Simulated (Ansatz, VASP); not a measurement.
# Two plane-wave programs on La3O2

```
La O
1.0
     4.77645    0.00000    0.00000
    -2.38822    4.13652    0.00000
     0.00000    0.00000    7.49513
La O
3 2
Direct
  0.33333 0.66667 0.14544
  0.00000 0.00000 0.50000
  0.66667 0.33333 0.85456
  0.66667 0.33333 0.25187
  0.33333 0.66667 0.74813
```

Change from the starting cell: species swapped into the Pm2O3 type (P-3m1, No. 164).

Alike in both runs: task relaxation of cell and atoms; functional PBE; k mesh 6 × 6 × 2; occupations gaussian, width 0.1 eV; no spin polarisation.

|  | VASP | Ansatz |
| --- | --- | --- |
| version | VASP 6.6.1 | Ansatz 0.2.0 |
| potentials or method | VASP PAW PBE potentials, release 64 (La, O), cutoff 600 eV | scalar-relativistic, plane waves, PAW |
| valence electrons in the cell | 45 | 45 |

|  | VASP | Ansatz | Ansatz less VASP |
| --- | --- | --- | --- |
| gap on the k mesh at the Fermi level, each at its own relaxed structure (eV) | none | none | - |
| relaxed volume (Å³/atom) | 22.17 | 22.25 | +0.078 |
| relaxed cell length with the largest relative difference (Å) | 9.388 | 9.455 | +0.0675 |

A gap of «none» marks a metal or a gap that the smearing closes.

The k mesh is coarse, so the values compare programs but aren't converged. Neither program's run includes spin-orbit coupling. Noted on VASP's run: the volume moved by over 15 % at a fixed basis, so the end points are rough.
